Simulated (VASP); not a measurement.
# Be (P6_3/mmc) in VASP: a series of runs

Be is run at these levels: PBEsol; tasks: single point.

All numbers are computed with VASP 6.6.1; they aren't measurements. Logs are shortened: lines on timing, memory, paths and dates and some standing lists are left out, and cuts for length are marked.

**1. The cell of the first run**

Symmetry: P6_3/mmc, No. 194, hexagonal system. Conventional cell: a = 2.285 Å, b = 2.285 Å, c = 3.441 Å, α = 90.00°, β = 90.00°, γ = 120.00°. Within 2.9 Å of Be (site symmetry -6m2) lie 12 Be at 2.17 to 2.29 Å.

**2. Single point, PBEsol**

File INCAR:

```
PREC = Accurate
ENCUT = 520
EDIFF = 1E-7
ISMEAR = -1
SIGMA = 0.05
LREAL = False
LASPH = True
NELM = 100
ALGO = Fast
ISIF = 2
LWAVE = False
LCHARG = False
GGA = PS
NBANDS = 9
```

File KPOINTS:

```
Automatic mesh
0
Gamma
  11 11 7
```

File POSCAR:

```
Be
1.0
    2.2853000000      0.0000000000      0.0000000000
   -1.1426500000      1.9791278553      0.0000000000
    0.0000000000      0.0000000000      3.4408320000
Be
2
Direct
    0.6666666667      0.3333333333      0.7500000000
    0.3333333333      0.6666666667      0.2500000000
```

Potentials or basis: VASP PAW PBE potentials, release 64 (Be).

Launch:

```bash
cat potpaw_PBE.64/Be/POTCAR > POTCAR
mpirun -np 1 vasp_std > vasp.out
```

OUTCAR:

```text
PREC = Accurate
   ENCUT = 520
   EDIFF = 1E-7
   ISMEAR = -1
   LREAL = False
   LASPH = True
   NELM = 100
   ISIF = 2
   GGA = PS

 ion  position               nearest neighbor table
   1  0.667  0.333  0.750-   2 2.17   2 2.17   2 2.17   2 2.17   2 2.17   2 2.17
   2  0.333  0.667  0.250-   1 2.17   1 2.17   1 2.17   1 2.17   1 2.17   1 2.17

  LATTYP: Found a hexagonal cell.
 ALAT       =     2.2853000000
 C/A-ratio  =     1.5056368967

  Lattice vectors:

 A1 = (   2.2853000000,   0.0000000000,   0.0000000000)
 A2 = (  -1.1426500000,   1.9791278553,   0.0000000000)
 A3 = (   0.0000000000,   0.0000000000,   3.4408320000)

Analysis of symmetry for initial positions (statically):
=====================================================================
 Subroutine PRICEL returns:
 Original cell was already a primitive cell.

 Routine SETGRP: Setting up the symmetry group for a
 hexagonal supercell.

 Subroutine GETGRP returns: Found 24 space group operations
 (whereof 12 operations were pure point group operations)
 out of a pool of 24 trial point group operations.

The static configuration has the point symmetry D_3d.
 The point group associated with its full space group is D_6h.

Analysis of symmetry for dynamics (positions and initial velocities):
=====================================================================
 Subroutine PRICEL returns:
 Original cell was already a primitive cell.

 Routine SETGRP: Setting up the symmetry group for a
 hexagonal supercell.

 Subroutine GETGRP returns: Found 24 space group operations
 (whereof 12 operations were pure point group operations)
 out of a pool of 24 trial point group operations.

The dynamic configuration has the point symmetry D_3d.
 The point group associated with its full space group is D_6h.

 Subroutine INISYM returns: Found 24 space group operations
 (whereof 12 operations are pure point group operations),
 and found     1 'primitive' translations

----------------------------------------------------------------------------------------

                                     Primitive cell

  volume of cell :      15.5625

  direct lattice vectors                    reciprocal lattice vectors
     2.285300000  0.000000000  0.000000000     0.437579311  0.252636533  0.000000000
[... 89 lines left out ...]
   NSW    =      0    number of steps for IOM
   IBRION =     -1    ionic relax: 0-MD 1-quasi-New 2-CG
   NFREE  =      0    steps in history (QN), initial steepest desc. (CG)
   ISIF   =      2    stress and relaxation
   ISYM   =      2    0-nonsym 1-usesym 2-fastsym
   POTIM  = 0.5000    time-step for ionic-motion
   TEBEG  =    0.0;   TEEND  =   0.0 temperature during run
   PSTRESS=    0.0 pullay stress
   NELECT =       4.0000    total number of electrons
   NUPDOWN=      -1.0000    fix difference up-down
   EMIN   =  10.00;   EMAX   =-10.00  energy-range for DOS
   EFERMI =   0.00;   METHOD = LEGACY
   ISMEAR =    -1;   SIGMA  =   0.05  broadening in eV -4-tet -1-fermi 0-gaus
   EFERMI_NEDOS =   21; number of points for ismear=-14 and -15
   IALGO  =     68    algorithm
   IMIX   =      4    mixing-type and parameters
     AMIX     =   0.40;   BMIX     =  1.00
     AMIX_MAG =   1.60;   BMIX_MAG =  1.00
  volume/ion in A,a.u.               =       7.78        52.51
  Fermi-wavevector in a.u.,A,eV,Ry     =   1.040882  1.966981 14.741020  1.083434
  Thomas-Fermi vector in A             =   2.175477
   LORBIT       =      0    0 simple, 1 ext, 2 COOP (PROOUT), +10 PAW based schemes
   GGA     = PS    functional components
   LHFCALC =     F    Hartree Fock is set to
   AEXX    =    0.0000 exact exchange contribution
   IVDW    =     0    specifies the selected vdW correction
   LEPSILON=     F    determine dielectric tensor
   LRPA    =     F    only Hartree local field effects (RPA)
 non-spin polarized calculation
 RMM-DIIS sequential band-by-band and
  energy-cutoff  :      520.00
  volume of cell :       15.56
 maximum number of plane-waves:       439
 NGX is ok and might be reduce to    18
   NGX =  9   NGY =  9   NGZ = 13

 number of electron       4.0000000 magnetization

 Free energy of the ion-electron system (eV)
  ---------------------------------------------------
  ext. energy  EPLUGINS =         0.00000000
  ---------------------------------------------------
  free energy    TOTEN  =        -7.95445784 eV

  energy without entropy =       -7.95202883  energy(sigma->0) =       -7.95324333

 E-fermi :   7.2210     XC(G=0): -10.6584

 val. band max:        7.1292747065   @ k =   0.3636   0.2727   0.2857
 cond. band min:       7.2277157410   @ k =   0.3636   0.2727   0.1429
 fundamental gap:      0.0984410345
 Fermi energy:         7.2209535540

 k-point     1 :       0.0000    0.0000    0.0000
  band No.  band energies     occupation
      1      -4.2827      2.00000
      2       3.0772      2.00000
      3       9.1026      0.00000
      4      22.4253      0.00000
      5      22.4253      0.00000
      6      25.5418      0.00000
      7      25.5418      0.00000
      8      29.1720      0.00000
      9      33.7833      0.00000
[... 265 lines left out ...]
 k-point    24 :       0.1818    0.0909    0.1429
  band No.  band energies     occupation
      1      -2.4698      2.00000
      2       3.9474      2.00000
      3      10.7289      0.00000
      4      15.5747      0.00000
      5      17.6279      0.00000
      6      22.5382      0.00000
      7      24.3478      0.00000
      8      25.6924      0.00000
      9      28.7330      0.00000

 [... further k-points ...]

------------------------ aborting loop because EDIFF is reached ----------------------------------------

  FORCE on cell =-STRESS in cart. coord.  units (eV):
  Direction    XX          YY          ZZ          XY          YZ          ZX
  --------------------------------------------------------------------------------------
  -------------------------------------------------------------------------------------
  Total       -0.4022552     -0.4022552      1.3941853      0.0000000      0.0000000     -0.0000000
  in kB      -41.4125252    -41.4125252    143.5325927      0.0000000      0.0000000     -0.0000000
  external PRESSURE =      20.2358474 kB  Pullay stress =       0.0000000 kB

 VOLUME and BASIS-vectors are now :
 -----------------------------------------------------------------------------
  energy-cutoff  :      520.00
  volume of cell :       15.56
      direct lattice vectors                 reciprocal lattice vectors
     2.285300000  0.000000000  0.000000000     0.437579311  0.252636533  0.000000000
    -1.142650000  1.979127855  0.000000000     0.000000000  0.505273066  0.000000000
     0.000000000  0.000000000  3.440832000     0.000000000  0.000000000  0.290627383

 POSITION                                       TOTAL-FORCE (eV/Angst)
 -----------------------------------------------------------------------------------
      1.14265      0.65971      2.58062         0.000000      0.000000      0.000000
     -0.00000      1.31942      0.86021        -0.000000      0.000000      0.000000
 -----------------------------------------------------------------------------------
    total drift:                                0.000000     -0.000000      0.000000

  FREE ENERGIE OF THE ION-ELECTRON SYSTEM (eV)
  ---------------------------------------------------
  free  energy   TOTEN  =        -7.9544578379 eV

  energy  without entropy=       -7.9520288304  energy(sigma->0) =       -7.95324333
```

OSZICAR:

```text
N       E                     dE             d eps       ncg     rms          rms(c)
DAV:   1    -0.316668633516E+01   -0.31667E+01   -0.18013E+03  1176   0.362E+02
DAV:   2    -0.794256238439E+01   -0.47759E+01   -0.46496E+01  1686   0.560E+01
DAV:   3    -0.799115995968E+01   -0.48598E-01   -0.48458E-01  1347   0.373E+00
DAV:   4    -0.799122126196E+01   -0.61302E-04   -0.61300E-04  1468   0.141E-01
DAV:   5    -0.799122129211E+01   -0.30158E-07   -0.30862E-07  1303   0.301E-03    0.130E+00
RMM:   6    -0.796533818092E+01    0.25883E-01   -0.23466E-03  1175   0.519E-01    0.793E-01
RMM:   7    -0.795444481565E+01    0.10893E-01   -0.36475E-03  1202   0.516E-01    0.168E-02
RMM:   8    -0.795445696984E+01   -0.12154E-04   -0.16585E-04  1281   0.125E-01    0.663E-03
RMM:   9    -0.795445860263E+01   -0.16328E-05   -0.92391E-06  1353   0.231E-02    0.216E-03
RMM:  10    -0.795445810497E+01    0.49766E-06   -0.64723E-07  1337   0.722E-03    0.104E-03
RMM:  11    -0.795445788744E+01    0.21753E-06   -0.69294E-08  1230   0.230E-03    0.323E-04
RMM:  12    -0.795445783794E+01    0.49494E-07   -0.71008E-09  1061   0.937E-04
   1 F= -.79544578E+01 E0= -.79532433E+01  d E =-.242901E-02
```

stdout:

```text
POSCAR found type information on POSCAR Be
 POSCAR found :  1 types and       2 ions
 scaLAPACK will be used
 -----------------------------------------------------------------------------
|                                                                             |
|                                                                             |
|     You enforced a specific xc type in the INCAR file but a different       |
|     I HOPE YOU KNOW WHAT YOU ARE DOING!                                     |
|                                                                             |
 -----------------------------------------------------------------------------

 LDA part: xc-table for (Slater+PW92), standard interpolation
 POSCAR, INCAR and KPOINTS ok, starting setup
 FFT: planning ... GRIDC
 FFT: planning ... GRID_SOFT
 FFT: planning ... GRID
 WAVECAR not read
 entering main loop
```

Wall time 15 s (1 thread of AMD EPYC 7R43 (Zen 3), shared host); peak memory 0.09 GiB.

Results:

* Free energy: -7.9545 eV
* Pressure: 2.0 GPa
* Band gap on the k mesh: zero (band 2 reaches 7.69 eV, above the bottom of band 3 at 7.13 eV)

Levels at points of the mesh, in eV from the Fermi level:
```tsv
k point	band 1	band 2	band 3	band 4	band 5	band 6	band 7
(0.00, 0.00, 0.00)	-11.50	-4.14	1.88	15.20	15.20	18.32	18.32
```

Caveat: the PAW data sets were made with another functional, which shifts forces and pressure a little.

**3. Single point, PBEsol**

This run uses another cell than the first one, of 7.94 Å³/atom, 1.021 times its volume.

File INCAR:

```
SYSTEM = Be
ALGO = Normal
EDIFF = 1E-6
ENCUT = 520
GGA = PS
ISIF = 2
ISMEAR = -1
LASPH = .TRUE.
LCHARG = .FALSE.
LREAL = .FALSE.
LWAVE = .FALSE.
NBANDS = 9
NELM = 100
PREC = Accurate
SIGMA = 0.05
```

File KPOINTS:

```
k-points
0
G
  11 11 6
  0 0 0
```

Changes to POSCAR since step 2:

```diff
@@ -4,3 +4,3 @@
    -1.1426500000      1.9791278553      0.0000000000
-    0.0000000000      0.0000000000      3.4408320000
+    0.0000000000      0.0000000000      3.5125160000
 Be
```

Potentials or basis: VASP PAW PBE potentials, release 64 (Be).

Launch:

```bash
cat potpaw_PBE.64/Be/POTCAR > POTCAR
mpirun -np 1 vasp_std > vasp.out
```

OUTCAR:

```text
SYSTEM = Be
   EDIFF = 1E-6
   ENCUT = 520
   GGA = PS
   ISIF = 2
   ISMEAR = -1
   LASPH = .TRUE.
   LREAL = .FALSE.
   NELM = 100
   PREC = Accurate

 ion  position               nearest neighbor table
   1  0.667  0.333  0.750-   2 2.20   2 2.20   2 2.20   2 2.20   2 2.20   2 2.20
   2  0.333  0.667  0.250-   1 2.20   1 2.20   1 2.20   1 2.20   1 2.20   1 2.20

  LATTYP: Found a hexagonal cell.
 ALAT       =     2.2853000000
 C/A-ratio  =     1.5370043320

  Lattice vectors:

 A1 = (   2.2853000000,   0.0000000000,   0.0000000000)
 A2 = (  -1.1426500000,   1.9791278553,   0.0000000000)
 A3 = (   0.0000000000,   0.0000000000,   3.5125160000)

Analysis of symmetry for initial positions (statically):
=====================================================================
 Subroutine PRICEL returns:
 Original cell was already a primitive cell.

 Routine SETGRP: Setting up the symmetry group for a
 hexagonal supercell.

 Subroutine GETGRP returns: Found 24 space group operations
 (whereof 12 operations were pure point group operations)
 out of a pool of 24 trial point group operations.

The static configuration has the point symmetry D_3d.
 The point group associated with its full space group is D_6h.

Analysis of symmetry for dynamics (positions and initial velocities):
=====================================================================
 Subroutine PRICEL returns:
 Original cell was already a primitive cell.

 Routine SETGRP: Setting up the symmetry group for a
 hexagonal supercell.

 Subroutine GETGRP returns: Found 24 space group operations
 (whereof 12 operations were pure point group operations)
 out of a pool of 24 trial point group operations.

The dynamic configuration has the point symmetry D_3d.
 The point group associated with its full space group is D_6h.

 Subroutine INISYM returns: Found 24 space group operations
 (whereof 12 operations are pure point group operations),
 and found     1 'primitive' translations

----------------------------------------------------------------------------------------
[... 114 lines left out ...]
  volume/ion in A,a.u.               =       7.94        53.60
  Fermi-wavevector in a.u.,A,eV,Ry     =   1.033752  1.953508 14.539774  1.068643
  Thomas-Fermi vector in A             =   2.168014
   LORBIT       =      0    0 simple, 1 ext, 2 COOP (PROOUT), +10 PAW based schemes
   GGA     = PS    functional components
   LHFCALC =     F    Hartree Fock is set to
   AEXX    =    0.0000 exact exchange contribution
   IVDW    =     0    specifies the selected vdW correction
   LEPSILON=     F    determine dielectric tensor
   LRPA    =     F    only Hartree local field effects (RPA)
 non-spin polarized calculation
  energy-cutoff  :      520.00
  volume of cell :       15.89
 maximum number of plane-waves:       440
 NGX is ok and might be reduce to    18
   NGX =  9   NGY =  9   NGZ = 13

 number of electron       4.0000000 magnetization

 Free energy of the ion-electron system (eV)
  ---------------------------------------------------
  ext. energy  EPLUGINS =         0.00000000
  ---------------------------------------------------
  free energy    TOTEN  =        -7.97203460 eV

  energy without entropy =       -7.96934917  energy(sigma->0) =       -7.97069189

 E-fermi :   7.1656     XC(G=0): -10.5917

 val. band max:        7.1636395495   @ k =   0.3636   0.2727   0.1667
 cond. band min:       7.2343986945   @ k =   0.2727   0.2727   0.0000
 fundamental gap:      0.0707591450
 Fermi energy:         7.1656417858

 k-point     1 :       0.0000    0.0000    0.0000
  band No.  band energies     occupation
      1      -4.3400      2.00000
      2       2.7671      2.00000
      3       8.4997      0.00000
      4      22.4254      0.00000
      5      22.4254      0.00000
      6      25.3912      0.00000
      7      25.3912      0.00000
      8      28.3051      0.00000
      9      33.6319      0.00000
[... 265 lines left out ...]
 k-point    24 :       0.1818    0.0909    0.1667
  band No.  band energies     occupation
      1      -2.4580      2.00000
      2       3.3705      2.00000
      3      10.6756      0.00000
      4      15.5569      0.00000
      5      17.5736      0.00000
      6      21.9121      0.00000
      7      23.7089      0.00000
      8      25.1042      0.00000
      9      28.7031      0.00000

 [... further k-points ...]
[... 5 lines left out ...]
  --------------------------------------------------------------------------------------
  -------------------------------------------------------------------------------------
  Total       -0.4072304     -0.4072304      0.5223674      0.0000000      0.0000000      0.0000000
  in kB      -41.0691169    -41.0691169     52.6806682      0.0000000      0.0000000      0.0000000
  external PRESSURE =      -9.8191886 kB  Pullay stress =       0.0000000 kB

 VOLUME and BASIS-vectors are now :
 -----------------------------------------------------------------------------
  energy-cutoff  :      520.00
  volume of cell :       15.89
      direct lattice vectors                 reciprocal lattice vectors
     2.285300000  0.000000000  0.000000000     0.437579311  0.252636533  0.000000000
    -1.142650000  1.979127855  0.000000000     0.000000000  0.505273066  0.000000000
     0.000000000  0.000000000  3.512516000     0.000000000  0.000000000  0.284696212

 POSITION                                       TOTAL-FORCE (eV/Angst)
 -----------------------------------------------------------------------------------
      1.14265      0.65971      2.63439         0.000000      0.000000      0.000000
     -0.00000      1.31942      0.87813        -0.000000     -0.000000      0.000000
 -----------------------------------------------------------------------------------
    total drift:                                0.000000     -0.000000      0.000000

  FREE ENERGIE OF THE ION-ELECTRON SYSTEM (eV)
  ---------------------------------------------------
  free  energy   TOTEN  =        -7.9720346003 eV

  energy  without entropy=       -7.9693491699  energy(sigma->0) =       -7.97069189
```

OSZICAR:

```text
N       E                     dE             d eps       ncg     rms          rms(c)
DAV:   1    -0.330412085314E+01   -0.33041E+01   -0.18165E+03  1160   0.364E+02
DAV:   2    -0.795830661234E+01   -0.46542E+01   -0.44452E+01  1682   0.531E+01
DAV:   3    -0.800560581777E+01   -0.47299E-01   -0.47016E-01  1378   0.361E+00
DAV:   4    -0.800566770230E+01   -0.61885E-04   -0.61881E-04  1427   0.134E-01
DAV:   5    -0.800566772913E+01   -0.26828E-07   -0.27017E-07  1311   0.281E-03    0.126E+00
DAV:   6    -0.798204950988E+01    0.23618E-01   -0.26513E-03  1224   0.484E-01    0.763E-01
DAV:   7    -0.797203514398E+01    0.10014E-01   -0.38374E-03  1250   0.502E-01    0.151E-02
DAV:   8    -0.797203409522E+01    0.10488E-05   -0.16853E-05  1287   0.285E-02    0.604E-03
DAV:   9    -0.797203460029E+01   -0.50506E-06   -0.42531E-07  1136   0.442E-03
   1 F= -.79720346E+01 E0= -.79706919E+01  d E =-.268543E-02
```

stdout:

```text
POSCAR found type information on POSCAR Be
 POSCAR found :  1 types and       2 ions
 scaLAPACK will be used
 -----------------------------------------------------------------------------
|                                                                             |
|                                                                             |
|     You enforced a specific xc type in the INCAR file but a different       |
|     I HOPE YOU KNOW WHAT YOU ARE DOING!                                     |
|                                                                             |
 -----------------------------------------------------------------------------

 LDA part: xc-table for (Slater+PW92), standard interpolation
 POSCAR, INCAR and KPOINTS ok, starting setup
 FFT: planning ... GRIDC
 FFT: planning ... GRID_SOFT
 FFT: planning ... GRID
 WAVECAR not read
 entering main loop
```

It took 9.7 s on 1 thread of AMD EPYC 7R43 (Zen 3), shared host; peak memory 0.08 GiB.

What came out:

```
Free energy            : -7.9720 eV
Pressure               : -1.0 GPa
Band gap on the k mesh : zero (band 2 reaches 7.56 eV, above the bottom of band 3 at 7.09 eV)
```

Stress tensor (GPa, compression positive):
```
-4.11  0.00  0.00
 0.00 -4.11  0.00
 0.00  0.00  5.27
```

Levels at points of the mesh, in eV from the Fermi level:
```csv
k point,band 1,band 2,band 3,band 4,band 5,band 6
"(0.00, 0.00, 0.00)",-11.51,-4.40,1.33,15.26,15.26,18.23
"(0.00, 0.00, 0.50)",-9.28,-9.28,11.20,11.20,17.01,17.01
```

Caveat: the PAW data sets were made with another functional, which shifts forces and pressure a little.

(Part 1 of 2 ends here.)
